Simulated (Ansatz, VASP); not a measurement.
This is a calculation of K for VASP 6.6.1.

File INCAR:

```
PREC = Accurate
ENCUT = 520
EDIFF = 1E-6
ISMEAR = -1
SIGMA = 0.05
LREAL = False
LASPH = True
NELM = 100
ALGO = Normal
ISIF = 2
LWAVE = False
LCHARG = False
GGA = PE
NBANDS = 10
```

File KPOINTS:

```
regular mesh
0
Gamma
  7 7 7
```

The input POSCAR:

```
K
1.0
    0.0000000000      3.3691078850      3.3691078850
    3.3691078850      0.0000000000      3.3691078850
    3.3691078850      3.3691078850      0.0000000000
K
1
Direct
    0.0000000000      0.0000000000      0.0000000000
```

Potentials or basis: VASP PAW PBE potentials, release 64 (K_sv).

The run is started by

```bash
$ cat potpaw_PBE.64/K_sv/POTCAR > POTCAR
$ mpirun -np 1 vasp_std > vasp.out
```

Set up the same calculation for Ansatz 0.2.0. Potentials there: all-electron LAPW, scalar-relativistic.

As run (the cutoff follows the program's own potentials):

File input.yaml:

```yaml
crystal:
  lattice:
    - [0.0, 3.369107885, 3.369107885]
    - [3.369107885, 0.0, 3.369107885]
    - [3.369107885, 3.369107885, 0.0]
  atoms:
    - { symbol: K, position: [0.0, 0.0, 0.0] }
kpoints:
  mp_grid: { grid: [7, 7, 7] }
scf:
  occupations: { method: fermi_dirac, width: 0.05 }
hamiltonian:
  xc: pbe
  pseudopotentials: { kind: all_electron, lapw: { basis_error: 0.0005 } }
output:
  forces: true
  stress: true
  eigenvalues: true
```

Potentials or basis: all-electron LAPW, scalar-relativistic.

Launch:

```bash
$ ansatz run input.yaml --threads 1 --pin off --max-ram 3072MiB --backend cpu --events-out ev --progress --plain --runs-dir out
```

Both were run:

|  | VASP | Ansatz | Ansatz less VASP |
| --- | --- | --- | --- |
| gap on the k mesh at the Fermi level (eV) | none | none | - |
| pressure (GPa) | -0.1 | -0.1 | +0.01 |

A gap of «none» marks a metal or a gap that the smearing closes. Ansatz ran all-electron here, and VASP with PAW potentials.
